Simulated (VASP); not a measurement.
# Sb (Im-3m) in VASP: notebook

Runs on Sb. Level: LDA. Tasks: single point.

All numbers are computed with VASP 6.6.1; they aren't measurements. Logs are shortened: lines on timing, memory, paths and dates and some standing lists are left out, and cuts for length are marked.

## 1. The cell of the first run

The structure is cubic, space group Im-3m (No. 229). Conventional cell: a = 3.623 Å, b = 3.623 Å, c = 3.623 Å, α = 90.00°, β = 90.00°, γ = 90.00°. Within 4.1 Å of Sb (site symmetry m-3m) lie 14 Sb at 3.14 to 3.62 Å.

## 2. Single point, LDA

The input, INCAR:

```
SYSTEM = Sb
ALGO = Normal ; EDIFF = 1E-6
ENCUT = 500 ; GGA_COMPAT = .False.
ISIF = 2 ; ISMEAR = 1
LASPH = .True. ; LCHARG = .True.
LELF = .True. ; LREAL = .False.
LVHAR = .True. ; LWAVE = .False.
NBANDS = 8 ; NELM = 120
PREC = Accurate ; SIGMA = 0.15
```

The input, KPOINTS:

```
k-points
0
Gamma
  12 12 12
  0 0 0
```

The input, POSCAR:

```
Sb
1.0
   -1.8116967070      1.8116967070      1.8116967070
    1.8116967070     -1.8116967070      1.8116967070
    1.8116967070      1.8116967070     -1.8116967070
Sb
1
Direct
    0.0000000000      0.0000000000      0.0000000000
```

Potentials or basis: VASP PAW LDA potentials, release 64 (Sb).

The run is started by

```console
$ cat potpaw_LDA.64/Sb/POTCAR > POTCAR
$ mpirun -np 1 vasp_std > vasp.out
```

OUTCAR:

```text
SYSTEM = Sb
   EDIFF = 1E-6
   ENCUT = 500
   ISIF = 2
   ISMEAR = 1
   LASPH = .True.
   LREAL = .False.
   NELM = 120
   PREC = Accurate

 ion  position               nearest neighbor table
   1  0.000  0.000  0.000-

  LATTYP: Found a body centered cubic cell.
 ALAT       =     3.6233934140

  Lattice vectors:

 A1 = (  -1.8116967070,   1.8116967070,   1.8116967070)
 A2 = (   1.8116967070,  -1.8116967070,   1.8116967070)
 A3 = (   1.8116967070,   1.8116967070,  -1.8116967070)

Analysis of symmetry for initial positions (statically):
=====================================================================
 Subroutine PRICEL returns:
 Original cell was already a primitive cell.

 Routine SETGRP: Setting up the symmetry group for a
 body centered cubic supercell.

 Subroutine GETGRP returns: Found 48 space group operations
 (whereof 48 operations were pure point group operations)
 out of a pool of 48 trial point group operations.

The static configuration has the point symmetry O_h .

Analysis of symmetry for dynamics (positions and initial velocities):
=====================================================================
 Subroutine PRICEL returns:
 Original cell was already a primitive cell.

 Routine SETGRP: Setting up the symmetry group for a
 body centered cubic supercell.

 Subroutine GETGRP returns: Found 48 space group operations
 (whereof 48 operations were pure point group operations)
 out of a pool of 48 trial point group operations.

The dynamic configuration has the point symmetry O_h .

 Subroutine INISYM returns: Found 48 space group operations
 (whereof 48 operations are pure point group operations),
 and found     1 'primitive' translations

----------------------------------------------------------------------------------------

                                     Primitive cell

  volume of cell :      23.7857

  direct lattice vectors                    reciprocal lattice vectors
    -1.811696707  1.811696707  1.811696707     0.000000000  0.275984384  0.275984384
     1.811696707 -1.811696707  1.811696707     0.275984384  0.000000000  0.275984384
     1.811696707  1.811696707 -1.811696707     0.275984384  0.275984384  0.000000000

  length of vectors
     3.137950744  3.137950744  3.137950744     0.390300859  0.390300859  0.390300859

  position of ions in fractional coordinates (direct lattice)
     0.000000000  0.000000000  0.000000000

  ion indices of the primitive-cell ions
   primitive index   ion index
                 1           1

----------------------------------------------------------------------------------------

 KPOINTS: k-points

Automatic generation of k-mesh.
 Grid dimensions read from file:
 generate k-points for:   12   12   12

 Generating k-lattice:

  Cartesian coordinates                     Fractional coordinates (reciprocal lattice)
     0.000000000  0.022998699  0.022998699     0.083333333  0.000000000  0.000000000
     0.022998699  0.000000000  0.022998699     0.000000000  0.083333333  0.000000000
     0.022998699  0.022998699  0.000000000     0.000000000  0.000000000  0.083333333

  Length of vectors
     0.032525072  0.032525072  0.032525072

  Shift w.r.t. Gamma in fractional coordinates (k-lattice)
     0.000000000  0.000000000  0.000000000

 Subroutine IBZKPT returns following result:
 ===========================================

 Found     72 irreducible k-points:

 Following reciprocal coordinates:
            Coordinates               Weight
  0.000000  0.000000  0.000000      1.000000
  0.083333  0.000000  0.000000     12.000000
  0.166667  0.000000  0.000000     12.000000
  0.250000  0.000000  0.000000     12.000000
  0.333333  0.000000  0.000000     12.000000
  0.416667  0.000000  0.000000     12.000000
[... 16 lines left out ...]
  0.333333  0.083333  0.083333     24.000000
  0.416667  0.083333  0.083333     12.000000
 [... further k-points ...]
   k-points           NKPTS =     72   k-points in BZ     NKDIM =     72   number of bands    NBANDS=      8
   number of dos      NEDOS =    301   number of ions     NIONS =      1
   total plane-waves  NPLWV =  13824
   dimension x,y,z NGX =    24 NGY =   24 NGZ =   24
   dimension x,y,z NGXF=    48 NGYF=   48 NGZF=   48
   ions per type =               1
   NGX,Y,Z   is equivalent  to a cutoff of  12.71, 12.71, 12.71 a.u.
   NGXF,Y,Z  is equivalent  to a cutoff of  25.43, 25.43, 25.43 a.u.
 SYSTEM =  Sb
   PREC   = accura    normal or accurate (medium, high low for compatibility)
   ISTART =      0    job   : 0-new  1-cont  2-samecut
   ICHARG =      2    charge: 1-file 2-atom 10-const
   ISPIN  =      1    spin polarized calculation?
   LNONCOLLINEAR =      F non collinear calculations
   LSORBIT =      F    spin-orbit coupling
   LASPH  =      T    aspherical Exc in radial PAW
   ENCUT  =  500.0 eV  36.75 Ry    6.06 a.u.   5.72  5.72  5.72*2*pi/ulx,y,z
   NELM   =    120;   NELMIN=  2; NELMDL= -5     # of ELM steps
   EDIFF  = 0.1E-05   stopping-criterion for ELM
   LREAL  =      F    real-space projection
   EDIFFG = 0.1E-04   stopping-criterion for IOM
   NSW    =      0    number of steps for IOM
   IBRION =     -1    ionic relax: 0-MD 1-quasi-New 2-CG
   NFREE  =      0    steps in history (QN), initial steepest desc. (CG)
   ISIF   =      2    stress and relaxation
   ISYM   =      2    0-nonsym 1-usesym 2-fastsym
   POTIM  = 0.5000    time-step for ionic-motion
   TEBEG  =    0.0;   TEEND  =   0.0 temperature during run
   PSTRESS=    0.0 pullay stress
   NELECT =       5.0000    total number of electrons
   NUPDOWN=      -1.0000    fix difference up-down
   EMIN   =  10.00;   EMAX   =-10.00  energy-range for DOS
   EFERMI =   0.00;   METHOD = LEGACY
   ISMEAR =     1;   SIGMA  =   0.15  broadening in eV -4-tet -1-fermi 0-gaus
   EFERMI_NEDOS =   21; number of points for ismear=-14 and -15
   IALGO  =     38    algorithm
   IMIX   =      4    mixing-type and parameters
     AMIX     =   0.40;   BMIX     =  1.00
     AMIX_MAG =   1.60;   BMIX_MAG =  1.00
  volume/ion in A,a.u.               =      23.79       160.51
  Fermi-wavevector in a.u.,A,eV,Ry     =   0.973403  1.839465 12.891702  0.947513
  Thomas-Fermi vector in A             =   2.103780
   LORBIT       =      0    0 simple, 1 ext, 2 COOP (PROOUT), +10 PAW based schemes
   GGA     = CA    functional components
   LHFCALC =     F    Hartree Fock is set to
   AEXX    =    0.0000 exact exchange contribution
   IVDW    =     0    specifies the selected vdW correction
   LEPSILON=     F    determine dielectric tensor
   LRPA    =     F    only Hartree local field effects (RPA)
 non-spin polarized calculation
 Methfessel and Paxton  Order N= 1 SIGMA  =   0.15
  energy-cutoff  :      500.00
  volume of cell :       23.79
 maximum number of plane-waves:       618
   NGX = 11   NGY = 11   NGZ = 11

 number of electron       5.0000000 magnetization

 Free energy of the ion-electron system (eV)
  ---------------------------------------------------
  ext. energy  EPLUGINS =         0.00000000
  ---------------------------------------------------
  free energy    TOTEN  =        -4.60331483 eV

  energy without entropy =       -4.60225445  energy(sigma->0) =       -4.60296137

 E-fermi :  10.0999     XC(G=0): -10.9098

 val. band max:       10.0532335826   @ k =  -0.4167   0.5000   0.0833
 cond. band min:      10.1308399791   @ k =   0.2500   0.1667   0.0000
 fundamental gap:      0.0776063965
 Fermi energy:        10.0998707023

 k-point     1 :       0.0000    0.0000    0.0000
  band No.  band energies     occupation
      1      -3.8271      2.00000
      2      16.4874      0.00000
      3      16.4874      0.00000
      4      16.4874      0.00000
      5      20.8090      0.00000
      6      20.8090      0.00000
      7      20.8090      0.00000
      8      22.0247      0.00000

 k-point     2 :       0.0833    0.0000    0.0000
  band No.  band energies     occupation
      1      -3.6641      2.00000
      2      15.2089      0.00000
      3      15.8970      0.00000
      4      16.3141      0.00000
      5      19.9683      0.00000
      6      19.9937      0.00000
      7      21.4537      0.00000
      8      21.5100      0.00000

 k-point     3 :       0.1667    0.0000    0.0000
  band No.  band energies     occupation
      1      -3.1762      2.00000
      2      12.6113     -0.00000
      3      14.7514      0.00000
      4      15.8377      0.00000
      5      18.8601      0.00000
      6      18.9537      0.00000
      7      21.2868      0.00000
      8      22.1338      0.00000

 k-point     4 :       0.2500    0.0000    0.0000
  band No.  band energies     occupation
      1      -2.3682      2.00000
      2       9.8157      2.02216
      3      13.6325      0.00000
      4      15.2226      0.00000
      5      17.9954      0.00000
      6      18.1474      0.00000
      7      21.7006      0.00000
      8      22.7014      0.00000

 k-point     5 :       0.3333    0.0000    0.0000
  band No.  band energies     occupation
      1      -1.2592      2.00000
      2       7.1828      2.00000
      3      12.7487     -0.00000
      4      14.6655      0.00000
      5      17.3947      0.00000
      6      17.5715      0.00000
      7      22.5389      0.00000
      8      23.4472      0.00000

 k-point     6 :       0.4167    0.0000    0.0000
  band No.  band energies     occupation
      1       0.0647      2.00000
      2       4.9141      2.00000
      3      12.1900     -0.00000
      4      14.2921      0.00000
      5      17.0424      0.00000
      6      17.2271      0.00000
      7      23.6485      0.00000
      8      24.3839      0.00000

 k-point     7 :       0.5000    0.0000    0.0000
  band No.  band energies     occupation
      1       0.9695      2.00000
      2       3.6901      2.00000
      3      11.9994     -0.00000
      4      14.1619      0.00000
      5      16.9265      0.00000
      6      17.1125      0.00000
      7      24.6926      0.00000
      8      25.1949      0.00000

 k-point     8 :       0.0833    0.0833    0.0000
  band No.  band energies     occupation
      1      -3.3386      2.00000
      2      13.5549      0.00000
      3      14.8763      0.00000
      4      15.6904      0.00000
      5      19.3966      0.00000
      6      19.6199      0.00000
      7      21.0740      0.00000
      8      21.9378      0.00000

 k-point     9 :       0.1667    0.0833    0.0000
  band No.  band energies     occupation
      1      -2.6903      2.00000
      2      11.1382     -0.00000
      3      13.4339      0.00000
      4      14.9780      0.00000
      5      18.6841      0.00000
      6      19.3586      0.00000
      7      21.0027      0.00000
      8      23.0229      0.00000

 k-point    10 :       0.2500    0.0833    0.0000
  band No.  band energies     occupation
      1      -1.7297      2.00000
      2       8.5159      2.00000
      3      12.3365     -0.00000
      4      14.3057      0.00000
      5      18.0186      0.00000
      6      19.0571      0.00000
      7      21.3212      0.00000
      8      23.9957      0.00000
[... 78 lines left out ...]
 k-point    18 :       0.3333    0.2500    0.0000
  band No.  band energies     occupation
      1       1.5146      2.00000
      2       5.1162      2.00000
      3       7.3511      2.00000
      4      12.7600     -0.00000
      5      19.1540      0.00000
      6      20.9195      0.00000
      7      22.5605      0.00000
      8      24.1674      0.00000

 k-point    19 :       0.3333    0.3333    0.0000
  band No.  band energies     occupation
      1       2.0057      2.00000
      2       5.7604      2.00000
      3       5.7604      2.00000
      4      12.6357     -0.00000
      5      19.8024      0.00000
      6      21.3027      0.00000
      7      21.3027      0.00000
      8      26.0195      0.00000

 k-point    20 :       0.0833    0.0833    0.0833
  band No.  band energies     occupation
      1      -2.8522      2.00000
      2      11.7668     -0.00000
      3      14.0251      0.00000
      4      14.0251      0.00000
      5      19.9215      0.00000
      6      19.9215      0.00000
      7      22.2878      0.00000
      8      22.2878      0.00000

 k-point    21 :       0.1667    0.0833    0.0833
  band No.  band energies     occupation
      1      -2.0485      2.00000
      2       9.6578      2.00025
      3      12.2361     -0.00000
      4      13.1828      0.00000
      5      20.0183      0.00000
      6      20.0588      0.00000
      7      22.3778      0.00000
      8      22.8262      0.00000

 k-point    22 :       0.2500    0.0833    0.0833
  band No.  band energies     occupation
      1      -0.9504      2.00000
      2       7.3317      2.00000
      3      11.0792     -0.00000
      4      12.5217     -0.00000
      5      19.6308      0.00000
      6      19.8910      0.00000
      7      22.9623      0.00000
      8      23.6159      0.00000

 k-point    23 :       0.3333    0.0833    0.0833
  band No.  band energies     occupation
      1       0.3463      2.00000
      2       5.2004      2.00000
      3      10.4350     -0.00699
      4      12.1073     -0.00000
      5      19.3252      0.00000
      6      19.6752      0.00000
      7      23.9903      0.00000
      8      24.5511      0.00000

 k-point    24 :       0.4167    0.0833    0.0833
  band No.  band energies     occupation
      1       1.2074      2.00000
      2       4.0490      2.00000
      3      10.2255      0.00204
      4      11.9666     -0.00000
      5      19.2171      0.00000
      6      19.5898      0.00000
      7      25.1169      0.00000
      8      25.3096      0.00000

 [... further k-points ...]

------------------------ aborting loop because EDIFF is reached ----------------------------------------

  FORCE on cell =-STRESS in cart. coord.  units (eV):
  Direction    XX          YY          ZZ          XY          YZ          ZX
  --------------------------------------------------------------------------------------
  -------------------------------------------------------------------------------------
  Total        0.9328282      0.9328282      0.9328282      0.0000000      0.0000000     -0.0000000
  in kB       62.8341517     62.8341517     62.8341517      0.0000000      0.0000000     -0.0000000
  external PRESSURE =      62.8341517 kB  Pullay stress =       0.0000000 kB

 VOLUME and BASIS-vectors are now :
 -----------------------------------------------------------------------------
  energy-cutoff  :      500.00
  volume of cell :       23.79
      direct lattice vectors                 reciprocal lattice vectors
    -1.811696707  1.811696707  1.811696707     0.000000000  0.275984384  0.275984384
     1.811696707 -1.811696707  1.811696707     0.275984384  0.000000000  0.275984384
     1.811696707  1.811696707 -1.811696707     0.275984384  0.275984384  0.000000000

 POSITION                                       TOTAL-FORCE (eV/Angst)
 -----------------------------------------------------------------------------------
      0.00000      0.00000      0.00000         0.000000     -0.000000      0.000000
 -----------------------------------------------------------------------------------
    total drift:                                0.000000     -0.000000      0.000000

  FREE ENERGIE OF THE ION-ELECTRON SYSTEM (eV)
  ---------------------------------------------------
  free  energy   TOTEN  =        -4.6033148307 eV

  energy  without entropy=       -4.6022544524  energy(sigma->0) =       -4.60296137
```

It took 6.9 s on 1 thread of Intel Xeon 6975P-C, shared host; peak memory 0.13 GiB.

What came out:

* Free energy: -4.6033 eV
* Pressure: 6.3 GPa

Caveat: spin-orbit coupling is left out, which moves the levels of the heavy elements.

(Part 1 of 2 ends here.)
